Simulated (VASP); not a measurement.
# HfO2 (Fm-3m) in VASP: notebook, part 2 of 2

VASP 6.6.1. Earlier steps stand in the parts before.

## (5) Single point, PBEsol

This run uses another cell than the first one, of 11.60 Å³/atom, 1.061 times its volume.

The input, INCAR:

```
SYSTEM = HfO2
  PREC = Accurate
  ENCUT = 520
  EDIFF = 1E-6
  ISMEAR = 0
  SIGMA = 0.01
  LREAL = .False.
  LASPH = .True.
  NELM = 80
  ALGO = Normal
  ISIF = 2
  LWAVE = .False.
  LCHARG = .False.
  GGA = PS
  NBANDS = 18
```

The input, KPOINTS:

```
Automatic mesh
0
Gamma
  6 6 6
  0 0 0
```

The input, POSCAR:

```
HfO2
1.0
    0.0000000000      2.5911551753      2.5911551753
    2.5911551753      0.0000000000      2.5911551753
    2.5911551753      2.5911551753      0.0000000000
Hf O
1 2
Direct
    0.0000000000      0.0000000000      0.0000000000
    0.2500000000      0.2500000000      0.2500000000
    0.7500000000      0.7500000000      0.7500000000
```

Potentials or basis: VASP PAW PBE potentials, release 64 (Hf_pv, O).

Command:

```console
> cat potpaw_PBE.64/Hf_pv/POTCAR potpaw_PBE.64/O/POTCAR > POTCAR
> mpirun -np 1 vasp_std > vasp.out
```

OUTCAR:

```text
SYSTEM = HfO2
   PREC = Accurate
   ENCUT = 520
   EDIFF = 1E-6
   ISMEAR = 0
   LREAL = .False.
   LASPH = .True.
   NELM = 80
   ISIF = 2
   GGA = PS

 ion  position               nearest neighbor table
   1  0.000  0.000  0.000-   3 2.24   3 2.24   3 2.24   2 2.24   3 2.24   2 2.24   2 2.24   2 2.24

   2  0.250  0.250  0.250-   1 2.24   1 2.24   1 2.24   1 2.24
   3  0.750  0.750  0.750-   1 2.24   1 2.24   1 2.24   1 2.24

  LATTYP: Found a face centered cubic cell.
 ALAT       =     5.1823103506

  Lattice vectors:

 A1 = (   0.0000000000,   2.5911551753,   2.5911551753)
 A2 = (   2.5911551753,   0.0000000000,   2.5911551753)
 A3 = (   2.5911551753,   2.5911551753,   0.0000000000)

Analysis of symmetry for initial positions (statically):
=====================================================================
 Subroutine PRICEL returns:
 Original cell was already a primitive cell.

 Routine SETGRP: Setting up the symmetry group for a
 face centered cubic supercell.

 Subroutine GETGRP returns: Found 48 space group operations
 (whereof 48 operations were pure point group operations)
 out of a pool of 48 trial point group operations.

The static configuration has the point symmetry O_h .

Analysis of symmetry for dynamics (positions and initial velocities):
=====================================================================
 Subroutine PRICEL returns:
 Original cell was already a primitive cell.

 Routine SETGRP: Setting up the symmetry group for a
 face centered cubic supercell.

 Subroutine GETGRP returns: Found 48 space group operations
 (whereof 48 operations were pure point group operations)
 out of a pool of 48 trial point group operations.

The dynamic configuration has the point symmetry O_h .

 Subroutine INISYM returns: Found 48 space group operations
 (whereof 48 operations are pure point group operations),
 and found     1 'primitive' translations

----------------------------------------------------------------------------------------

                                     Primitive cell

  volume of cell :      34.7945

  direct lattice vectors                    reciprocal lattice vectors
     0.000000000  2.591155175  2.591155175    -0.192964128  0.192964128  0.192964128
     2.591155175  0.000000000  2.591155175     0.192964128 -0.192964128  0.192964128
     2.591155175  2.591155175  0.000000000     0.192964128  0.192964128 -0.192964128

  length of vectors
     3.664446791  3.664446791  3.664446791     0.334223674  0.334223674  0.334223674

  position of ions in fractional coordinates (direct lattice)
     0.000000000  0.000000000  0.000000000
     0.250000000  0.250000000  0.250000000
     0.750000000  0.750000000  0.750000000

  ion indices of the primitive-cell ions
   primitive index   ion index
                 1           1
                 2           2
                 3           3

----------------------------------------------------------------------------------------

 KPOINTS: Automatic mesh

Automatic generation of k-mesh.
 Grid dimensions read from file:
 generate k-points for:    6    6    6

 Generating k-lattice:

  Cartesian coordinates                     Fractional coordinates (reciprocal lattice)
    -0.032160688  0.032160688  0.032160688     0.166666667  0.000000000  0.000000000
     0.032160688 -0.032160688  0.032160688     0.000000000  0.166666667  0.000000000
     0.032160688  0.032160688 -0.032160688     0.000000000  0.000000000  0.166666667

  Length of vectors
     0.055703946  0.055703946  0.055703946

  Shift w.r.t. Gamma in fractional coordinates (k-lattice)
     0.000000000  0.000000000  0.000000000

 Subroutine IBZKPT returns following result:
 ===========================================

 Found     16 irreducible k-points:

 Following reciprocal coordinates:
            Coordinates               Weight
  0.000000  0.000000  0.000000      1.000000
  0.166667  0.000000  0.000000      8.000000
  0.333333  0.000000  0.000000      8.000000
  0.500000  0.000000  0.000000      4.000000
  0.166667  0.166667  0.000000      6.000000
  0.333333  0.166667  0.000000     24.000000
[... 8 lines left out ...]
 -0.333333  0.333333  0.166667     24.000000
 -0.333333  0.500000  0.166667     12.000000
   k-points           NKPTS =     16   k-points in BZ     NKDIM =     16   number of bands    NBANDS=     18
   number of dos      NEDOS =    301   number of ions     NIONS =      3
   total plane-waves  NPLWV =  21952
   dimension x,y,z NGX =    28 NGY =   28 NGZ =   28
   dimension x,y,z NGXF=    56 NGYF=   56 NGZF=   56
   ions per type =               1   2
   NGX,Y,Z   is equivalent  to a cutoff of  12.70, 12.70, 12.70 a.u.
   NGXF,Y,Z  is equivalent  to a cutoff of  25.41, 25.41, 25.41 a.u.
 SYSTEM =  HfO2
   PREC   = accura    normal or accurate (medium, high low for compatibility)
   ISTART =      0    job   : 0-new  1-cont  2-samecut
   ICHARG =      2    charge: 1-file 2-atom 10-const
   ISPIN  =      1    spin polarized calculation?
   LNONCOLLINEAR =      F non collinear calculations
   LSORBIT =      F    spin-orbit coupling
   LASPH  =      T    aspherical Exc in radial PAW
   ENCUT  =  520.0 eV  38.22 Ry    6.18 a.u.   6.81  6.81  6.81*2*pi/ulx,y,z
   NELM   =     80;   NELMIN=  2; NELMDL= -5     # of ELM steps
   EDIFF  = 0.1E-05   stopping-criterion for ELM
   LREAL  =      F    real-space projection
   EDIFFG = 0.1E-04   stopping-criterion for IOM
   NSW    =      0    number of steps for IOM
   IBRION =     -1    ionic relax: 0-MD 1-quasi-New 2-CG
   NFREE  =      0    steps in history (QN), initial steepest desc. (CG)
   ISIF   =      2    stress and relaxation
   ISYM   =      2    0-nonsym 1-usesym 2-fastsym
   POTIM  = 0.5000    time-step for ionic-motion
   TEBEG  =    0.0;   TEEND  =   0.0 temperature during run
   PSTRESS=    0.0 pullay stress
   NELECT =      22.0000    total number of electrons
   NUPDOWN=      -1.0000    fix difference up-down
   EMIN   =  10.00;   EMAX   =-10.00  energy-range for DOS
   EFERMI =   0.00;   METHOD = LEGACY
   ISMEAR =     0;   SIGMA  =   0.01  broadening in eV -4-tet -1-fermi 0-gaus
   EFERMI_NEDOS =   21; number of points for ismear=-14 and -15
   IALGO  =     38    algorithm
   IMIX   =      4    mixing-type and parameters
     AMIX     =   0.40;   BMIX     =  1.00
     AMIX_MAG =   1.60;   BMIX_MAG =  1.00
  volume/ion in A,a.u.               =      11.60        78.27
  Fermi-wavevector in a.u.,A,eV,Ry     =   1.405116  2.655285 26.862691  1.974352
  Thomas-Fermi vector in A             =   2.527610
   LORBIT       =      0    0 simple, 1 ext, 2 COOP (PROOUT), +10 PAW based schemes
   GGA     = PS    functional components
   LHFCALC =     F    Hartree Fock is set to
   AEXX    =    0.0000 exact exchange contribution
   IVDW    =     0    specifies the selected vdW correction
   LEPSILON=     F    determine dielectric tensor
   LRPA    =     F    only Hartree local field effects (RPA)
 non-spin polarized calculation
 Gauss-broadening in eV      SIGMA  =   0.01
  energy-cutoff  :      520.00
  volume of cell :       34.79
 maximum number of plane-waves:       960
   NGX = 13   NGY = 13   NGZ = 13

 number of electron      21.9999997 magnetization

 Free energy of the ion-electron system (eV)
  ---------------------------------------------------
  ext. energy  EPLUGINS =         0.00000000
  ---------------------------------------------------
  free energy    TOTEN  =       -31.41430542 eV

  energy without entropy =      -31.41430542  energy(sigma->0) =      -31.41430542

 E-fermi :   3.6643     XC(G=0): -11.7572

 val. band max:        3.5827102130   @ k =   0.5000   0.5000   0.0000
 cond. band min:       7.0835740629   @ k =   0.5000   0.5000   0.0000
 fundamental gap:      3.5008638499
 Fermi energy:         3.6643450614

 k-point     1 :       0.0000    0.0000    0.0000
  band No.  band energies     occupation
      1     -26.3458      2.00000
      2     -26.3458      2.00000
      3     -26.3458      2.00000
      4     -14.7012      2.00000
      5     -11.9277      2.00000
      6      -1.4246      2.00000
[... 10 lines left out ...]
     17      13.1969      0.00000
     18      16.7385      0.00000
[... 295 lines left out ...]
 k-point    16 :      -0.3333    0.5000    0.1667
  band No.  band energies     occupation
      1     -26.6250      2.00000
      2     -26.5021      2.00000
      3     -26.4403      2.00000
      4     -13.0040      2.00000
      5     -12.8870      2.00000
      6      -2.0063      2.00000
[... 10 lines left out ...]
     17      15.9464      0.00000
     18      16.4701      0.00000

------------------------ aborting loop because EDIFF is reached ----------------------------------------

  FORCE on cell =-STRESS in cart. coord.  units (eV):
  Direction    XX          YY          ZZ          XY          YZ          ZX
  --------------------------------------------------------------------------------------
  -------------------------------------------------------------------------------------
  Total       -4.5953168     -4.5953168     -4.5953168      0.0000000     -0.0000000     -0.0000000
  in kB     -211.6000534   -211.6000534   -211.6000534      0.0000000     -0.0000000     -0.0000000
  external PRESSURE =    -211.6000534 kB  Pullay stress =       0.0000000 kB

 VOLUME and BASIS-vectors are now :
 -----------------------------------------------------------------------------
  energy-cutoff  :      520.00
  volume of cell :       34.79
      direct lattice vectors                 reciprocal lattice vectors
     0.000000000  2.591155175  2.591155175    -0.192964128  0.192964128  0.192964128
     2.591155175  0.000000000  2.591155175     0.192964128 -0.192964128  0.192964128
     2.591155175  2.591155175  0.000000000     0.192964128  0.192964128 -0.192964128

 POSITION                                       TOTAL-FORCE (eV/Angst)
 -----------------------------------------------------------------------------------
      0.00000      0.00000      0.00000        -0.000000      0.000000     -0.000000
      1.29558      1.29558      1.29558         0.000000      0.000000      0.000000
      3.88673      3.88673      3.88673        -0.000000     -0.000000     -0.000000
 -----------------------------------------------------------------------------------
    total drift:                                0.000000      0.000000      0.000000

  FREE ENERGIE OF THE ION-ELECTRON SYSTEM (eV)
  ---------------------------------------------------
  free  energy   TOTEN  =       -31.4143054227 eV

  energy  without entropy=      -31.4143054227  energy(sigma->0) =      -31.41430542
```

Wall time 29 s (1 thread of Intel Xeon 8259CL, shared host); peak memory 0.16 GiB.

Results:

```yaml
Free_energy: -31.4143 eV
Pressure: -21.2 GPa
Band_gap_on_the_k_mesh: 3.50 eV, direct
```

Caveat: the PAW data sets were made with another functional, which shifts forces and pressure a little; spin-orbit coupling is left out, which moves the levels of the heavy elements. A k mesh can miss the band edges.

## (6) Single point, PBEsol

This run uses another cell than the first one, of 11.82 Å³/atom, 1.082 times its volume.

The input, INCAR:

```
SYSTEM = HfO2
PREC = Accurate
ENCUT = 520
EDIFF = 1E-6
ISMEAR = 0
SIGMA = 0.01
LREAL = .False.
LASPH = .True.
NELM = 60
ALGO = Normal
ISIF = 2
LWAVE = .False.
LCHARG = .False.
GGA = PS
NBANDS = 18
```

KPOINTS is that of step 5.

The input, POSCAR:

```
HfO2
1.0
    0.0000000000      2.6076597933      2.6076597933
    2.6076597933      0.0000000000      2.6076597933
    2.6076597933      2.6076597933      0.0000000000
Hf O
1 2
Direct
    0.0000000000      0.0000000000      0.0000000000
    0.2500000000      0.2500000000      0.2500000000
    0.7500000000      0.7500000000      0.7500000000
```

Potentials or basis: VASP PAW PBE potentials, release 64 (Hf_pv, O).

Command:

```console
> cat potpaw_PBE.64/Hf_pv/POTCAR potpaw_PBE.64/O/POTCAR > POTCAR
> mpirun -np 1 vasp_std > vasp.out
```

OUTCAR:

```text
SYSTEM = HfO2
   PREC = Accurate
   ENCUT = 520
   EDIFF = 1E-6
   ISMEAR = 0
   LREAL = .False.
   LASPH = .True.
   NELM = 60
   ISIF = 2
   GGA = PS

 ion  position               nearest neighbor table
   1  0.000  0.000  0.000-   3 2.26   3 2.26   3 2.26   2 2.26   3 2.26   2 2.26   2 2.26   2 2.26

   2  0.250  0.250  0.250-   1 2.26   1 2.26   1 2.26   1 2.26
   3  0.750  0.750  0.750-   1 2.26   1 2.26   1 2.26   1 2.26

  LATTYP: Found a face centered cubic cell.
 ALAT       =     5.2153195866

  Lattice vectors:

 A1 = (   0.0000000000,   2.6076597933,   2.6076597933)
 A2 = (   2.6076597933,   0.0000000000,   2.6076597933)
 A3 = (   2.6076597933,   2.6076597933,   0.0000000000)

Analysis of symmetry for initial positions (statically):
=====================================================================
 Subroutine PRICEL returns:
 Original cell was already a primitive cell.

 Routine SETGRP: Setting up the symmetry group for a
 face centered cubic supercell.

 Subroutine GETGRP returns: Found 48 space group operations
 (whereof 48 operations were pure point group operations)
[... 156 lines left out ...]

 E-fermi :   3.5863     XC(G=0): -11.6579

 val. band max:        3.4292239506   @ k =   0.5000   0.5000   0.0000
 cond. band min:       6.8802427566   @ k =   0.5000   0.5000   0.0000
 fundamental gap:      3.4510188060
 Fermi energy:         3.5862818709

 k-point     1 :       0.0000    0.0000    0.0000
  band No.  band energies     occupation
      1     -26.5883      2.00000
      2     -26.5883      2.00000
      3     -26.5883      2.00000
      4     -14.7419      2.00000
      5     -12.0589      2.00000
      6      -1.4691      2.00000
[... 313 lines left out ...]
      5     -13.0055      2.00000
      6      -2.0579      2.00000
[... 10 lines left out ...]
     17      15.6255      0.00000
     18      16.1041      0.00000

------------------------ aborting loop because EDIFF is reached ----------------------------------------

  FORCE on cell =-STRESS in cart. coord.  units (eV):
  Direction    XX          YY          ZZ          XY          YZ          ZX
  --------------------------------------------------------------------------------------
  -------------------------------------------------------------------------------------
  Total       -5.3935671     -5.3935671     -5.3935671     -0.0000000      0.0000000     -0.0000000
  in kB     -243.6710182   -243.6710182   -243.6710182     -0.0000000      0.0000000     -0.0000000
  external PRESSURE =    -243.6710182 kB  Pullay stress =       0.0000000 kB

 VOLUME and BASIS-vectors are now :
 -----------------------------------------------------------------------------
  energy-cutoff  :      520.00
  volume of cell :       35.46
      direct lattice vectors                 reciprocal lattice vectors
     0.000000000  2.607659793  2.607659793    -0.191742804  0.191742804  0.191742804
     2.607659793  0.000000000  2.607659793     0.191742804 -0.191742804  0.191742804
     2.607659793  2.607659793  0.000000000     0.191742804  0.191742804 -0.191742804

 POSITION                                       TOTAL-FORCE (eV/Angst)
 -----------------------------------------------------------------------------------
      0.00000      0.00000      0.00000         0.000000      0.000000      0.000000
      1.30383      1.30383      1.30383         0.000000      0.000000      0.000000
      3.91149      3.91149      3.91149        -0.000000     -0.000000     -0.000000
 -----------------------------------------------------------------------------------
    total drift:                                0.000000      0.000000      0.000000

  FREE ENERGIE OF THE ION-ELECTRON SYSTEM (eV)
  ---------------------------------------------------
  free  energy   TOTEN  =       -31.3200284958 eV

  energy  without entropy=      -31.3200284958  energy(sigma->0) =      -31.32002850
```

OSZICAR:

```text
N       E                     dE             d eps       ncg     rms          rms(c)
DAV:   1     0.874871750767E+02    0.87487E+02   -0.12421E+04   576   0.119E+03
DAV:   2    -0.327712718603E+02   -0.12026E+03   -0.11620E+03   764   0.284E+02
DAV:   3    -0.367305363862E+02   -0.39593E+01   -0.39467E+01   634   0.454E+01
DAV:   4    -0.367544493582E+02   -0.23913E-01   -0.23909E-01   724   0.401E+00
DAV:   5    -0.367546013910E+02   -0.15203E-03   -0.15203E-03   626   0.293E-01    0.411E+01
DAV:   6    -0.315678843957E+02    0.51867E+01   -0.19603E+01   588   0.298E+01    0.371E+01
DAV:   7    -0.313934860629E+02    0.17440E+00   -0.73845E-01   640   0.691E+00    0.269E+01
DAV:   8    -0.313568211854E+02    0.36665E-01   -0.48072E-01   616   0.586E+00    0.972E+00
DAV:   9    -0.313198294704E+02    0.36992E-01   -0.97053E-02   610   0.262E+00    0.297E+00
DAV:  10    -0.313200516143E+02   -0.22214E-03   -0.35246E-03   670   0.442E-01    0.118E-01
DAV:  11    -0.313200219155E+02    0.29699E-04   -0.21608E-04   636   0.110E-01    0.228E-01
DAV:  12    -0.313200280338E+02   -0.61183E-05   -0.28011E-05   634   0.367E-02    0.451E-03
DAV:  13    -0.313200284958E+02   -0.46200E-06   -0.80936E-07   524   0.672E-03
   1 F= -.31320028E+02 E0= -.31320028E+02  d E =-.583238-111
```

stdout:

```text
POSCAR found type information on POSCAR HfO
 POSCAR found :  2 types and       3 ions
 scaLAPACK will be used
 -----------------------------------------------------------------------------
|                                                                             |
|                                                                             |
|     You enforced a specific xc type in the INCAR file but a different       |
|     I HOPE YOU KNOW WHAT YOU ARE DOING!                                     |
|                                                                             |
 -----------------------------------------------------------------------------

 LDA part: xc-table for (Slater+PW92), standard interpolation
 POSCAR, INCAR and KPOINTS ok, starting setup
 FFT: planning ... GRIDC
 FFT: planning ... GRID_SOFT
 FFT: planning ... GRID
 WAVECAR not read
 entering main loop
```

Wall time 34 s (1 thread of Intel Xeon 8259CL, shared host); peak memory 0.16 GiB.

What came out:

```
Free energy            : -31.3200 eV
Pressure               : -24.4 GPa
Band gap on the k mesh : 3.45 eV, direct
```

Caveat: the PAW data sets were made with another functional, which shifts forces and pressure a little; spin-orbit coupling is left out, which moves the levels of the heavy elements.

## (7) Overview

```tsv
cell	gap on the mesh (eV)	pressure (GPa)
a = 3.593 Å, angles 60.0°, 3 atoms	3.65	-9.1
a = 3.617 Å, angles 60.0°, 3 atoms	3.60	-13.5
a = 3.641 Å, angles 60.0°, 3 atoms	3.55	-17.6
a = 3.664 Å, angles 60.0°, 3 atoms	3.50	-21.2
a = 3.688 Å, angles 60.0°, 3 atoms	3.45	-24.4
```

Alike in all rows: task single point; level PBEsol; potentials or basis VASP PAW PBE potentials, release 64 (Hf_pv, O); no spin polarisation; k mesh 6 × 6 × 6; cutoff (eV) 520; smearing gaussian 0.01 eV.

Caveats: the PAW data sets were made with another functional, which shifts forces and pressure a little; spin-orbit coupling is left out, which moves the levels of the heavy elements.

Total energies depend on the potentials used, so only differences within one code and one set of settings carry meaning.
